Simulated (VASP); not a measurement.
# Pd in VASP: further runs

Pd is run at these levels: PBE; tasks: single point.

Everything below comes from runs of VASP 6.6.1. Logs are shortened: lines on timing, memory, paths and dates and some standing lists are left out, and cuts for length are marked.

## (1) The cell of the first run

The cell holds a slab with vacuum, 1 atom: a = 2.790 Å, b = 2.790 Å, c = 7.000 Å, α = 90.00°, β = 90.00°, γ = 120.00°.

## (2) Single point, PBE

INCAR reads:

```
SYSTEM = Pd
ALGO = Normal
DIPOL = 0.5 0.5 0.500
EDIFF = 1E-6
ENCUT = 520
GGA = PE
IDIPOL = 3
ISIF = 2
ISMEAR = -1
LASPH = .TRUE.
LCHARG = .FALSE.
LDIPOL = .TRUE.
LREAL = .FALSE.
LWAVE = .FALSE.
NBANDS = 11
NELM = 60
PREC = Accurate
SIGMA = 0.08
```

KPOINTS reads:

```
k-points
0
G
  17 17 1
  0 0 0
```

POSCAR reads:

```
Pd
1.0
    2.7896894602      0.0000000000      0.0000000000
   -1.3948447301      2.4159419412      0.0000000000
    0.0000000000      0.0000000000      7.0000000000
Pd
1
Direct
    0.0000000000      0.0000000000      0.5000000000
```

Potentials or basis: VASP PAW PBE potentials, release 64 (Pd).

Launch:

```
$ cat potpaw_PBE.64/Pd/POTCAR > POTCAR
$ mpirun -np 1 vasp_std > vasp.out
```

OUTCAR:

```text
SYSTEM = Pd
   EDIFF = 1E-6
   ENCUT = 520
   GGA = PE
   ISIF = 2
   ISMEAR = -1
   LASPH = .TRUE.
   LREAL = .FALSE.
   NELM = 60
   PREC = Accurate

 ion  position               nearest neighbor table
   1  0.000  0.000  0.500-

  LATTYP: Found a hexagonal cell.
 ALAT       =     2.7896894602
 C/A-ratio  =     2.5092398634

  Lattice vectors:

 A1 = (   2.7896894602,   0.0000000000,   0.0000000000)
 A2 = (  -1.3948447301,   2.4159419412,   0.0000000000)
 A3 = (   0.0000000000,   0.0000000000,   7.0000000000)

Analysis of symmetry for initial positions (statically):
=====================================================================
 Subroutine PRICEL returns:
 Original cell was already a primitive cell.

 Routine SETGRP: Setting up the symmetry group for a
 hexagonal supercell.

 Subroutine GETGRP returns: Found 24 space group operations
 (whereof 24 operations were pure point group operations)
 out of a pool of 24 trial point group operations.

The static configuration has the point symmetry D_6h.

Analysis of symmetry for dynamics (positions and initial velocities):
=====================================================================
 Subroutine PRICEL returns:
 Original cell was already a primitive cell.

 Routine SETGRP: Setting up the symmetry group for a
 hexagonal supercell.

 Subroutine GETGRP returns: Found 24 space group operations
 (whereof 24 operations were pure point group operations)
 out of a pool of 24 trial point group operations.

The dynamic configuration has the point symmetry D_6h.

 Subroutine INISYM returns: Found 24 space group operations
 (whereof 24 operations are pure point group operations),
 and found     1 'primitive' translations

----------------------------------------------------------------------------------------

                                     Primitive cell

  volume of cell :      47.1781

  direct lattice vectors                    reciprocal lattice vectors
     2.789689460  0.000000000  0.000000000     0.358462838  0.206958616  0.000000000
    -1.394844730  2.415941941  0.000000000     0.000000000  0.413917232  0.000000000
     0.000000000  0.000000000  7.000000000     0.000000000  0.000000000  0.142857143

  length of vectors
     2.789689460  2.789689460  7.000000000     0.413917232  0.413917232  0.142857143

  position of ions in fractional coordinates (direct lattice)
     0.000000000  0.000000000  0.500000000

  ion indices of the primitive-cell ions
   primitive index   ion index
                 1           1
[... 73 lines left out ...]
   LREAL  =      F    real-space projection
[... 7 lines left out ...]
   TEBEG  =    0.0;   TEEND  =   0.0 temperature during run
   PSTRESS=    0.0 pullay stress
   NELECT =      10.0000    total number of electrons
   NUPDOWN=      -1.0000    fix difference up-down
   EMIN   =  10.00;   EMAX   =-10.00  energy-range for DOS
   EFERMI =   0.00;   METHOD = LEGACY
   ISMEAR =    -1;   SIGMA  =   0.08  broadening in eV -4-tet -1-fermi 0-gaus
   EFERMI_NEDOS =   21; number of points for ismear=-14 and -15
   IALGO  =     38    algorithm
   IMIX   =      4    mixing-type and parameters
     AMIX     =   0.40;   BMIX     =  1.00
     AMIX_MAG =   1.60;   BMIX_MAG =  1.00
  volume/ion in A,a.u.               =      47.18       318.37
  Fermi-wavevector in a.u.,A,eV,Ry     =   0.976101  1.844563 12.963262  0.952773
  Thomas-Fermi vector in A             =   2.106693
   LORBIT       =      0    0 simple, 1 ext, 2 COOP (PROOUT), +10 PAW based schemes
   GGA     = PE    functional components
[... 5 lines left out ...]
 non-spin polarized calculation
  energy-cutoff  :      520.00
  volume of cell :       47.18
 maximum number of plane-waves:      1285
 NGX is ok and might be reduce to    24
   NGX = 11   NGY = 11   NGZ = 27

 dipolmoment           0.000000      0.000000     -0.000000 electrons x Angstroem

 number of electron      10.0000006 magnetization

 dipolmoment           0.000000      0.000000      0.000000 electrons x Angstroem

 Free energy of the ion-electron system (eV)
  ---------------------------------------------------
  ext. energy  EPLUGINS =         0.00000000
  ---------------------------------------------------
  free energy    TOTEN  =        -4.05210627 eV

  energy without entropy =       -3.98617752  energy(sigma->0) =       -4.01914190

 E-fermi :  -1.1374     XC(G=0):  -6.2035

 val. band max:       -1.1382838950   @ k =   0.1176   0.0000   0.0000
 cond. band min:      -1.1270745875   @ k =   0.0588   0.0588   0.0000
 fundamental gap:      0.0112093074
 Fermi energy:        -1.1374380618

 k-point     1 :       0.0000    0.0000    0.0000
  band No.  band energies     occupation
      1      -5.2389      2.00000
      2      -2.9292      2.00000
      3      -2.9292      2.00000
      4      -2.2043      2.00000
      5      -1.0815      0.66396
      6      -1.0815      0.66396
      7       1.5625      0.00000
      8       4.7006      0.00000
      9      11.4842      0.00000
     10      13.9626      0.00000
     11      17.6569      0.00000
[... 309 lines left out ...]
 k-point    24 :       0.1765    0.1765    0.0000
  band No.  band energies     occupation
      1      -3.6180      2.00000
      2      -3.2889      2.00000
      3      -2.7022      2.00000
      4      -1.5952      1.99347
      5      -1.5279      1.98493
      6      -0.2911      0.00005
      7       5.0435      0.00000
      8       6.8707      0.00000
      9      13.3469      0.00000
     10      13.7008      0.00000
     11      14.4501      0.00000

 [... further k-points ...]

------------------------ aborting loop because EDIFF is reached ----------------------------------------

 vacuum level on the upper side and lower side of the slab       (xc-potential included)        -1.472        -1.472

  FORCE on cell =-STRESS in cart. coord.  units (eV):
  Direction    XX          YY          ZZ          XY          YZ          ZX
  --------------------------------------------------------------------------------------
  -------------------------------------------------------------------------------------
  Total       -2.1009286     -2.1009286     -0.1339709      0.0000000      0.0000000      0.0000000
  in kB      -71.3479455    -71.3479455     -4.5496793      0.0000000      0.0000000      0.0000000
  external PRESSURE =     -49.0818568 kB  Pullay stress =       0.0000000 kB

 VOLUME and BASIS-vectors are now :
 -----------------------------------------------------------------------------
  energy-cutoff  :      520.00
  volume of cell :       47.18
      direct lattice vectors                 reciprocal lattice vectors
     2.789689460  0.000000000  0.000000000     0.358462838  0.206958616  0.000000000
    -1.394844730  2.415941941  0.000000000     0.000000000  0.413917232  0.000000000
     0.000000000  0.000000000  7.000000000     0.000000000  0.000000000  0.142857143

 POSITION                                       TOTAL-FORCE (eV/Angst)
 -----------------------------------------------------------------------------------
      0.00000      0.00000      3.50000         0.000000      0.000000      0.000000
 -----------------------------------------------------------------------------------
    total drift:                                0.000000      0.000000      0.000000

  FREE ENERGIE OF THE ION-ELECTRON SYSTEM (eV)
  ---------------------------------------------------
  free  energy   TOTEN  =        -4.0521062731 eV

  energy  without entropy=       -3.9861775172  energy(sigma->0) =       -4.01914190

 vacuum level on the upper side and lower side of the slab         3.432         3.432
```

OSZICAR:

```text
N       E                     dE             d eps       ncg     rms          rms(c)
DAV:   1     0.456003623269E+02    0.45600E+02   -0.45066E+03   726   0.749E+02
DAV:   2    -0.320415462436E+01   -0.48805E+02   -0.47172E+02   789   0.150E+02
DAV:   3    -0.415724307447E+01   -0.95309E+00   -0.94445E+00   852   0.235E+01
DAV:   4    -0.416465411762E+01   -0.74110E-02   -0.74101E-02   874   0.217E+00
DAV:   5    -0.416483697611E+01   -0.18286E-03   -0.18286E-03   859   0.337E-01    0.356E+00
DAV:   6    -0.407149400119E+01    0.93343E-01   -0.62700E-01   780   0.520E+00    0.198E+00
DAV:   7    -0.405750123081E+01    0.13993E-01   -0.46638E-02   738   0.155E+00    0.108E+00
DAV:   8    -0.405257178783E+01    0.49294E-02   -0.78027E-03   741   0.678E-01    0.216E-01
DAV:   9    -0.405192014159E+01    0.65165E-03   -0.16900E-03   786   0.177E-01    0.612E-02
DAV:  10    -0.405203472809E+01   -0.11459E-03   -0.75558E-05   738   0.778E-02    0.225E-02
DAV:  11    -0.405208042963E+01   -0.45702E-04   -0.11455E-04   744   0.626E-02    0.129E-02
DAV:  12    -0.405210412410E+01   -0.23694E-04   -0.23988E-05   738   0.353E-02    0.279E-03
DAV:  13    -0.405210584433E+01   -0.17202E-05   -0.17118E-06   753   0.108E-02    0.952E-04
DAV:  14    -0.405210627314E+01   -0.42882E-06   -0.34389E-07   747   0.473E-03
   1 F= -.40521063E+01 E0= -.40191419E+01  d E =-.659288E-01
```

stdout:

```text
POSCAR found type information on POSCAR Pd
 POSCAR found :  1 types and       1 ions
 scaLAPACK will be used
 LDA part: xc-table for (Slater+PW92), standard interpolation
 POSCAR, INCAR and KPOINTS ok, starting setup
 FFT: planning ... GRIDC
 FFT: planning ... GRID_SOFT
 FFT: planning ... GRID
 WAVECAR not read
 entering main loop
```

Run time: 23 s. Hardware: 1 thread of AMD EPYC 7R13, shared host; peak memory 0.15 GiB.

Results:

```
Free energy            : -4.0521 eV
Band gap on the k mesh : zero (band 5 reaches -0.56 eV, above the bottom of band 6 at -1.28 eV)
```

## (3) Single point, PBE

This run uses another cell than the first one, of 107.84 Å³/atom, 2.286 times its volume.

INCAR reads:

```
ALGO = Normal
DIPOL = 0.5 0.5 0.500
EDIFF = 1E-7
ENCUT = 520
GGA = PE
IDIPOL = 3
ISIF = 2
ISMEAR = -1
LASPH = T
LCHARG = T
LDIPOL = T
LELF = T
LREAL = F
LVACPOTAV = T
LVHAR = T
LWAVE = F
NBANDS = 11
NELM = 60
PREC = Accurate
SIGMA = 0.08
```

KPOINTS reads:

```
k-points
0
Gamma
  17 17 1
```

Changes to POSCAR since step 2:

```diff
@@ -4,3 +4,3 @@
    -1.3948447301      2.4159419412      0.0000000000
-    0.0000000000      0.0000000000      7.0000000000
+    0.0000000000      0.0000000000     16.0000000000
 Pd
```

Potentials or basis: VASP PAW PBE potentials, release 64 (Pd).

Launch:

```
$ cat potpaw_PBE.64/Pd/POTCAR > POTCAR
$ mpirun -np 1 vasp_std > vasp.out
```

It took 76 s on 1 thread of AMD EPYC 7R13, shared host; peak memory 0.22 GiB.

It converged, with:

```yaml
Free_energy: -4.0387 eV
Band_gap_on_the_k_mesh: zero (band 5 reaches -3.26 eV, above the bottom of band 6 at -3.98 eV)
```

Levels at points of the mesh, in eV from the Fermi level:
| k point | band 2 | band 3 | band 4 | band 5 | band 6 | band 7 | band 8 | band 9 |
| --- | --- | --- | --- | --- | --- | --- | --- | --- |
| (0.00, 0.00, 0.00) | -1.79 | -1.79 | -1.05 | 0.05 | 0.05 | 2.42 | 5.66 | 6.43 |

## (4) Single point, PBE

This run uses another cell than the first one, of 107.84 Å³/atom, 2.286 times its volume.

INCAR reads:

```
SYSTEM = Pd
PREC     = Accurate       ! precision mode
ENCUT    = 520            ! plane-wave cutoff, eV
EDIFF    = 1E-7           ! SCF threshold, eV
ISMEAR   = -1             ! smearing method
SIGMA    = 0.08           ! smearing width, eV
LREAL    = .FALSE.        ! projectors in reciprocal space
LASPH    = .TRUE.         ! aspherical terms in the spheres
NELM     = 60             ! most SCF steps
ALGO     = Normal         ! electronic algorithm
ISIF     = 2              ! what is computed and relaxed
LWAVE    = .FALSE.        ! write WAVECAR
LCHARG   = .TRUE.         ! write CHGCAR
LDIPOL   = .TRUE.       
IDIPOL   = 3            
DIPOL    = 0.5 0.5 0.500
GGA      = PE             ! functional
LELF     = .TRUE.         ! ELF
LVHAR    = .TRUE.       
LVACPOTAV= .TRUE.       
NBANDS   = 11             ! bands
EFIELD   = -0.2
```

KPOINTS reads:

```
regular mesh
0
G
  17 17 1
  0 0 0
```

POSCAR is that of step 3.

Launch:

```
$ cat potpaw_PBE.64/Pd/POTCAR > POTCAR
$ mpirun -np 1 vasp_std > vasp.out
```

Wall time 94 s (1 thread of AMD EPYC 7R13, shared host); peak memory 0.22 GiB.

It converged, with:

* Free energy: -4.0410 eV
* Band gap on the k mesh: zero (band 5 reaches -3.26 eV, above the bottom of band 6 at -3.98 eV)

Levels at points of the mesh, in eV from the Fermi level:
```
           k point  band 1  band 2  band 3  band 4  band 5  band 6  band 7  band 8  band 9  band 10
(0.00, 0.00, 0.00)   -4.10   -1.79   -1.79   -1.05    0.05    0.05    2.41    5.32    6.59     6.79
```

## (5) Summary

```tsv
cell	electric field (eV/Å)	gap on the mesh (eV)
a = 2.790, b = 2.790, c = 7.000 Å, angles 90.0, 90.0, 120.0°, 1 atom	-	none
a = 2.790, b = 2.790, c = 16.000 Å, angles 90.0, 90.0, 120.0°, 1 atom	-	none
a = 2.790, b = 2.790, c = 16.000 Å, angles 90.0, 90.0, 120.0°, 1 atom	0.2	none
```

Alike in all rows: task single point; level PBE; potentials or basis VASP PAW PBE potentials, release 64 (Pd); no spin polarisation; k mesh 17 × 17 × 1; cutoff (eV) 520; smearing fermi-dirac 0.08 eV.

Total energies depend on the potentials used, so only differences within one code and one set of settings carry meaning.
